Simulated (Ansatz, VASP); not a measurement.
## InSb in VASP and in Ansatz

File INCAR:

```
SYSTEM = InSb
PREC     = Accurate       ! precision mode
ENCUT    = 520            ! plane-wave cutoff, eV
EDIFF    = 1E-6           ! SCF threshold, eV
ISMEAR   = 0              ! smearing method
SIGMA    = 0.15           ! smearing width, eV
LREAL    = .False.        ! projectors in reciprocal space
LASPH    = .True.         ! aspherical terms in the spheres
NELM     = 100            ! most SCF steps
ALGO     = Normal         ! electronic algorithm
ISIF     = 2              ! what is computed and relaxed
LWAVE    = .False.        ! write WAVECAR
LCHARG   = .False.        ! write CHGCAR
GGA      = PS             ! functional
NBANDS   = 16             ! bands
```

The input KPOINTS:

```
Automatic mesh
0
Gamma
  12 12 12
  0 0 0
```

File POSCAR:

```
InSb
1.0
    0.0000000000      3.2391000000      3.3524685000
    3.2391000000      0.0000000000      3.3524685000
    3.2391000000      3.2391000000      0.0000000000
In Sb
1 1
Direct
    0.0000000000      0.0000000000      0.0000000000
    0.7500000000      0.7500000000      0.7500000000
```

Input for Ansatz:

```yaml
crystal:
  lattice:
    - [0.0, 3.2391, 3.3524685]
    - [3.2391, 0.0, 3.3524685]
    - [3.2391, 3.2391, 0.0]
  atoms:
    - { symbol: In, position: [0.0, 0.0, 0.0] }
    - { symbol: Sb, position: [0.75, 0.75, 0.75] }
basis:
  ecutwfc: 420
kpoints:
  mp_grid: { grid: [12, 12, 12] }
hamiltonian:
  xc: pbesol
scf:
  occupations: { method: gaussian, width: 0.15 }
output:
  forces: true
  stress: true
  eigenvalues: true
```

Change from the starting cell: strain +0.0350 x Voigt [0, 0, 1, 0, 0, 0], atoms carried along.

Alike in both runs: task single point; functional PBEsol; k mesh 12 × 12 × 12; occupations gaussian, width 0.15 eV; no spin polarisation.

|  | VASP | Ansatz |
| --- | --- | --- |
| version | VASP 6.6.1 | Ansatz 0.2.0 |
| potentials or method | VASP PAW PBE potentials, release 64 (In_d, Sb), cutoff 520 eV | scalar-relativistic, plane waves, PAW |
| valence electrons in the cell | 18 | 28 |

```tsv
	VASP	Ansatz	Ansatz less VASP
gap on the k mesh at the Fermi level (eV)	none	none	-
pressure (GPa)	-0.6	-0.7	-0.02
traceless stress, the component that is largest in VASP (GPa)	-0.68	-0.68	+0.001
```

VASP's potentials were made for PBE, not for PBEsol. A gap of «none» marks a metal or a gap that the smearing closes. VASP's potentials hold 18 valence electrons a cell and Ansatz's 28, so a difference there can come from the potentials and not from the codes.

Spin-orbit coupling is off throughout.
